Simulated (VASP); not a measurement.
# Y2MgC2 (P4/mmm) in VASP: further runs

The runs below take Y2MgC2 through single point, relaxation of cell and atoms, with PBE.

Program: VASP 6.6.1. These are calculated values, not measurements. Logs are shortened: lines on timing, memory, paths and dates and some standing lists are left out, and cuts for length are marked.

### 1 The cell of the first run

The structure is tetragonal, space group P4/mmm (No. 123). The conventional cell has a = 5.499 Å, b = 5.499 Å, c = 4.001 Å, α = 90.00°, β = 90.00°, γ = 90.00°. Within 3.6 Å of Y (site symmetry mmm) lie 2 Mg at 2.75 Å and 4 C at 3.07 Å. Within 3.6 Å of Mg (site symmetry 4/mmm) lie 4 Y at 2.75 Å. C (site symmetry 4mm) has 1 C at 1.27 Å within 1.7 Å.

### 2 Single point, PBE

INCAR reads:

```
PREC     = Accurate       # precision mode
ENCUT    = 520            # plane-wave cutoff, eV
EDIFF    = 1E-6           # SCF threshold, eV
ISMEAR   = 0              # smearing method
SIGMA    = 0.1            # smearing width, eV
LREAL    = False          # projectors in reciprocal space
LASPH    = True           # aspherical terms in the spheres
NELM     = 100            # most SCF steps
ALGO     = Normal         # electronic algorithm
ISIF     = 2              # what is computed and relaxed
LWAVE    = False          # write WAVECAR
LCHARG   = True           # write CHGCAR
GGA      = PE             # functional
LELF     = True           # ELF
LVHAR    = True         
NBANDS   = 24             # bands
```

KPOINTS reads:

```
regular mesh
0
Gamma
  8 8 10
```

POSCAR reads:

```
Y2MgC2
1.0
    5.4988742776      0.0000000000      0.0000000000
    0.0000000000      5.4988742776      0.0000000000
    0.0000000000      0.0000000000      4.0012267119
Y Mg C
2 1 2
Direct
    0.5000000000      0.0000000000      0.0000000000
    0.0000000000      0.5000000000      0.0000000000
    0.0000000000      0.0000000000      0.0000000000
    0.5000000000      0.5000000000      0.3409981427
    0.5000000000      0.5000000000      0.6590018573
```

Potentials or basis: VASP PAW PBE potentials, release 64 (Y_sv, Mg, C).

On the command line:

```
> cat potpaw_PBE.64/Y_sv/POTCAR potpaw_PBE.64/Mg/POTCAR potpaw_PBE.64/C/POTCAR > POTCAR
> mpirun -np 1 vasp_std > vasp.out
```

OUTCAR:

```text
PREC = Accurate
   ENCUT = 520
   EDIFF = 1E-6
   ISMEAR = 0
   LREAL = False
   LASPH = True
   NELM = 100
   ISIF = 2
   GGA = PE

 ion  position               nearest neighbor table
   1  0.500  0.000  0.000-   3 2.75   3 2.75   5 3.07   4 3.07   5 3.07   4 3.07   2 3.89   2 3.89
                             2 3.89   2 3.89
   2  0.000  0.500  0.000-   3 2.75   3 2.75   5 3.07   4 3.07   4 3.07   5 3.07   1 3.89   1 3.89
                             1 3.89   1 3.89
   3  0.000  0.000  0.000-   1 2.75   2 2.75   2 2.75   1 2.75
   4  0.500  0.500  0.341-   5 1.27   2 3.07   1 3.07   1 3.07   2 3.07
   5  0.500  0.500  0.659-   4 1.27   2 3.07   1 3.07   1 3.07   2 3.07

  LATTYP: Found a simple tetragonal cell.
 ALAT       =     5.4988742776
 C/A-ratio  =     0.7276446978

  Lattice vectors:

 A1 = (   5.4988742776,   0.0000000000,   0.0000000000)
 A2 = (   0.0000000000,   5.4988742776,   0.0000000000)
 A3 = (   0.0000000000,   0.0000000000,   4.0012267119)

Analysis of symmetry for initial positions (statically):
=====================================================================
 Subroutine PRICEL returns:
 Original cell was already a primitive cell.

 Routine SETGRP: Setting up the symmetry group for a
 simple tetragonal supercell.

 Subroutine GETGRP returns: Found 16 space group operations
 (whereof 16 operations were pure point group operations)
 out of a pool of 16 trial point group operations.

The static configuration has the point symmetry D_4h.

Analysis of symmetry for dynamics (positions and initial velocities):
=====================================================================
 Subroutine PRICEL returns:
 Original cell was already a primitive cell.

 Routine SETGRP: Setting up the symmetry group for a
 simple tetragonal supercell.

 Subroutine GETGRP returns: Found 16 space group operations
 (whereof 16 operations were pure point group operations)
 out of a pool of 16 trial point group operations.

The dynamic configuration has the point symmetry D_4h.

 Subroutine INISYM returns: Found 16 space group operations
 (whereof 16 operations are pure point group operations),
 and found     1 'primitive' translations

----------------------------------------------------------------------------------------

                                     Primitive cell

  volume of cell :     120.9876

  direct lattice vectors                    reciprocal lattice vectors
     5.498874278  0.000000000  0.000000000     0.181855403  0.000000000  0.000000000
     0.000000000  5.498874278  0.000000000     0.000000000  0.181855403  0.000000000
     0.000000000  0.000000000  4.001226712     0.000000000  0.000000000  0.249923354

  length of vectors
     5.498874278  5.498874278  4.001226712     0.181855403  0.181855403  0.249923354

  position of ions in fractional coordinates (direct lattice)
     0.500000000  0.000000000  0.000000000
     0.000000000  0.500000000  0.000000000
     0.000000000  0.000000000  0.000000000
     0.500000000  0.500000000  0.340998143
     0.500000000  0.500000000  0.659001857

  ion indices of the primitive-cell ions
   primitive index   ion index
                 1           1
                 2           2
                 3           3
                 4           4
                 5           5

----------------------------------------------------------------------------------------

 KPOINTS: regular mesh

Automatic generation of k-mesh.
 Grid dimensions read from file:
 generate k-points for:    8    8   10

 Generating k-lattice:

  Cartesian coordinates                     Fractional coordinates (reciprocal lattice)
     0.022731925  0.000000000  0.000000000     0.125000000  0.000000000  0.000000000
     0.000000000  0.022731925  0.000000000     0.000000000  0.125000000  0.000000000
     0.000000000  0.000000000  0.024992335     0.000000000  0.000000000  0.100000000

  Length of vectors
     0.022731925  0.022731925  0.024992335

  Shift w.r.t. Gamma in fractional coordinates (k-lattice)
     0.000000000  0.000000000  0.000000000

 Subroutine IBZKPT returns following result:
 ===========================================

 Found     90 irreducible k-points:

 Following reciprocal coordinates:
            Coordinates               Weight
  0.000000  0.000000  0.000000      1.000000
  0.125000  0.000000  0.000000      4.000000
  0.250000  0.000000  0.000000      4.000000
  0.375000  0.000000  0.000000      4.000000
  0.500000  0.000000  0.000000      2.000000
  0.125000  0.125000  0.000000      4.000000
[... 16 lines left out ...]
  0.375000  0.125000  0.100000     16.000000
  0.500000  0.125000  0.100000      8.000000
 [... further k-points ...]
   k-points           NKPTS =     90   k-points in BZ     NKDIM =     90   number of bands    NBANDS=     24
   number of dos      NEDOS =    301   number of ions     NIONS =      5
   total plane-waves  NPLWV =  52920
   dimension x,y,z NGX =    42 NGY =   42 NGZ =   30
   dimension x,y,z NGXF=    84 NGYF=   84 NGZF=   60
   ions per type =               2   1   2
   NGX,Y,Z   is equivalent  to a cutoff of  12.70, 12.70, 12.46 a.u.
   NGXF,Y,Z  is equivalent  to a cutoff of  25.40, 25.40, 24.93 a.u.
 SYSTEM =  unknown system
   PREC   = accura    normal or accurate (medium, high low for compatibility)
   ISTART =      0    job   : 0-new  1-cont  2-samecut
   ICHARG =      2    charge: 1-file 2-atom 10-const
   ISPIN  =      1    spin polarized calculation?
   LNONCOLLINEAR =      F non collinear calculations
   LSORBIT =      F    spin-orbit coupling
   LASPH  =      T    aspherical Exc in radial PAW
   ENCUT  =  520.0 eV  38.22 Ry    6.18 a.u.  10.22 10.22  7.44*2*pi/ulx,y,z
   NELM   =    100;   NELMIN=  2; NELMDL= -5     # of ELM steps
   EDIFF  = 0.1E-05   stopping-criterion for ELM
   LREAL  =      F    real-space projection
   EDIFFG = 0.1E-04   stopping-criterion for IOM
   NSW    =      0    number of steps for IOM
   IBRION =     -1    ionic relax: 0-MD 1-quasi-New 2-CG
   NFREE  =      0    steps in history (QN), initial steepest desc. (CG)
   ISIF   =      2    stress and relaxation
   ISYM   =      2    0-nonsym 1-usesym 2-fastsym
   POTIM  = 0.5000    time-step for ionic-motion
   TEBEG  =    0.0;   TEEND  =   0.0 temperature during run
   PSTRESS=    0.0 pullay stress
   NELECT =      32.0000    total number of electrons
   NUPDOWN=      -1.0000    fix difference up-down
   EMIN   =  10.00;   EMAX   =-10.00  energy-range for DOS
   EFERMI =   0.00;   METHOD = LEGACY
   ISMEAR =     0;   SIGMA  =   0.10  broadening in eV -4-tet -1-fermi 0-gaus
   EFERMI_NEDOS =   21; number of points for ismear=-14 and -15
   IALGO  =     38    algorithm
   IMIX   =      4    mixing-type and parameters
     AMIX     =   0.40;   BMIX     =  1.00
     AMIX_MAG =   1.60;   BMIX_MAG =  1.00
  volume/ion in A,a.u.               =      24.20       163.29
  Fermi-wavevector in a.u.,A,eV,Ry     =   1.050859  1.985836 15.024986  1.104305
  Thomas-Fermi vector in A             =   2.185879
   LORBIT       =      0    0 simple, 1 ext, 2 COOP (PROOUT), +10 PAW based schemes
   GGA     = PE    functional components
   LHFCALC =     F    Hartree Fock is set to
   AEXX    =    0.0000 exact exchange contribution
   IVDW    =     0    specifies the selected vdW correction
   LEPSILON=     F    determine dielectric tensor
   LRPA    =     F    only Hartree local field effects (RPA)
 non-spin polarized calculation
 Gauss-broadening in eV      SIGMA  =   0.10
  energy-cutoff  :      520.00
  volume of cell :      120.99
 maximum number of plane-waves:      3292
 NGX is ok and might be reduce to    42
   NGX = 21   NGY = 21   NGZ = 15

 number of electron      32.0000001 magnetization

 Free energy of the ion-electron system (eV)
  ---------------------------------------------------
  ext. energy  EPLUGINS =         0.00000000
  ---------------------------------------------------
  free energy    TOTEN  =       -27.20953252 eV

  energy without entropy =      -27.18830836  energy(sigma->0) =      -27.19892044

 E-fermi :   2.5030     XC(G=0):  -8.8513

 val. band max:        2.5019412247   @ k =   0.2500   0.2500   0.1000
 cond. band min:       2.5067528956   @ k =   0.0000   0.0000   0.3000
 fundamental gap:      0.0048116709
 Fermi energy:         2.5029990368

 k-point     1 :       0.0000    0.0000    0.0000
  band No.  band energies     occupation
      1     -40.9916      2.00000
      2     -40.9767      2.00000
      3     -21.0483      2.00000
      4     -21.0249      2.00000
      5     -20.9724      2.00000
      6     -20.9724      2.00000
[... 16 lines left out ...]
     23       5.0869      0.00000
     24       5.0869      0.00000

 k-point     2 :       0.1250    0.0000    0.0000
  band No.  band energies     occupation
      1     -40.9910      2.00000
      2     -40.9773      2.00000
      3     -21.0474      2.00000
      4     -21.0257      2.00000
      5     -20.9701      2.00000
      6     -20.9688      2.00000
[... 16 lines left out ...]
     23       5.0669      0.00000
     24       5.2778      0.00000

 k-point     3 :       0.2500    0.0000    0.0000
  band No.  band energies     occupation
      1     -40.9894      2.00000
      2     -40.9788      2.00000
      3     -21.0448      2.00000
      4     -21.0282      2.00000
      5     -20.9637      2.00000
      6     -20.9593      2.00000
[... 16 lines left out ...]
     23       5.1193      0.00000
     24       5.5990      0.00000
[... 514 lines left out ...]
 k-point    23 :       0.3750    0.1250    0.1000
  band No.  band energies     occupation
      1     -40.9862      2.00000
      2     -40.9809      2.00000
      3     -21.0496      2.00000
      4     -21.0411      2.00000
      5     -20.9796      2.00000
      6     -20.9222      2.00000
[... 16 lines left out ...]
     23       5.0772      0.00000
     24       5.6581      0.00000

 k-point    24 :       0.5000    0.1250    0.1000
  band No.  band energies     occupation
      1     -40.9836      2.00000
      2     -40.9834      2.00000
      3     -21.0455      2.00000
      4     -21.0452      2.00000
      5     -20.9783      2.00000
      6     -20.9158      2.00000
[... 16 lines left out ...]
     23       5.3108      0.00000
     24       5.5276      0.00000

 [... further k-points ...]
[... 5 lines left out ...]
  --------------------------------------------------------------------------------------
  -------------------------------------------------------------------------------------
  Total        0.0088833      0.0088833      0.0807782      0.0000000     -0.0000000      0.0000000
  in kB        0.1176368      0.1176368      1.0697053      0.0000000     -0.0000000      0.0000000
  external PRESSURE =       0.4349930 kB  Pullay stress =       0.0000000 kB

 VOLUME and BASIS-vectors are now :
 -----------------------------------------------------------------------------
  energy-cutoff  :      520.00
  volume of cell :      120.99
      direct lattice vectors                 reciprocal lattice vectors
     5.498874278  0.000000000  0.000000000     0.181855403  0.000000000  0.000000000
     0.000000000  5.498874278  0.000000000     0.000000000  0.181855403  0.000000000
     0.000000000  0.000000000  4.001226712     0.000000000  0.000000000  0.249923354

 POSITION                                       TOTAL-FORCE (eV/Angst)
 -----------------------------------------------------------------------------------
      2.74944      0.00000      0.00000         0.000000      0.000000     -0.000000
      0.00000      2.74944      0.00000         0.000000      0.000000     -0.000000
      0.00000      0.00000      0.00000         0.000000      0.000000     -0.000000
      2.74944      2.74944      1.36441         0.000000      0.000000     -0.103523
      2.74944      2.74944      2.63682         0.000000     -0.000000      0.103523
 -----------------------------------------------------------------------------------
    total drift:                                0.000000     -0.000000     -0.000000

  FREE ENERGIE OF THE ION-ELECTRON SYSTEM (eV)
  ---------------------------------------------------
  free  energy   TOTEN  =       -27.2095325236 eV

  energy  without entropy=      -27.1883083636  energy(sigma->0) =      -27.19892044
```

It took 2.7 min on 1 thread of Intel Xeon Platinum 8488C (Sapphire Rapids), shared host; peak memory 0.42 GiB.

What came out:

* Free energy: -27.2095 eV
* Pressure: 0.0 GPa
* Largest force: 0.104 eV/Å
* Band gap on the k mesh: zero (band 16 reaches 2.68 eV, above the bottom of band 17 at 1.82 eV)

Forces on the atoms (eV/Å):
```
Y    0.000  0.000  0.000
Y    0.000  0.000  0.000
Mg   0.000  0.000  0.000
C    0.000  0.000 -0.104
C    0.000  0.000  0.104
```

Stress tensor (GPa, compression positive):
```
0.01 0.00 0.00
0.00 0.01 0.00
0.00 0.00 0.11
```

(Continued in part 2 of 2.)
